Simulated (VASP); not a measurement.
**BeTe: vibrations by perturbation theory with PBE**

The system is BeTe.

```xyz
2
Lattice="0.0000 2.7700 2.7700 2.7700 0.0000 2.7700 2.7700 2.7700 0.0000" Properties=species:S:1:pos:R:3 pbc="T T T"
Te    4.1550    4.1550    4.1550
Be    0.0000    0.0000    0.0000
```

```yaml
Program: VASP 6.6.1
Task: vibrations by perturbation theory
Functional: PBE
Potentials_or_basis: VASP PAW PBE potentials, release 64 (Te, Be)
Cutoff: 520 eV
k_mesh: 6 × 6 × 6
Occupations: fermi-dirac, width 0.05 eV
Spin: no spin polarisation
Dipole_correction: no
Further_INCAR_settings: ALGO = Normal; EDIFF = 1e-08; IBRION = 8; NSW = 1
```

```json
{
  "Highest phonon frequency at Γ, LO-TO splitting left out": "500 cm⁻¹"
}
```

Phonon frequencies in cm⁻¹ (negative: imaginary):
```csv
q point,frequencies
"(0.000, 0.000, 0.000)",0 0 0 500 500 500
```

Run time: 54 s on 1 thread of AMD EPYC 7R13 Processor (Zen 3), on a shared host, peak memory 0.18 GiB.

Caveat: the cell wasn't relaxed at this level first, which shifts response properties.
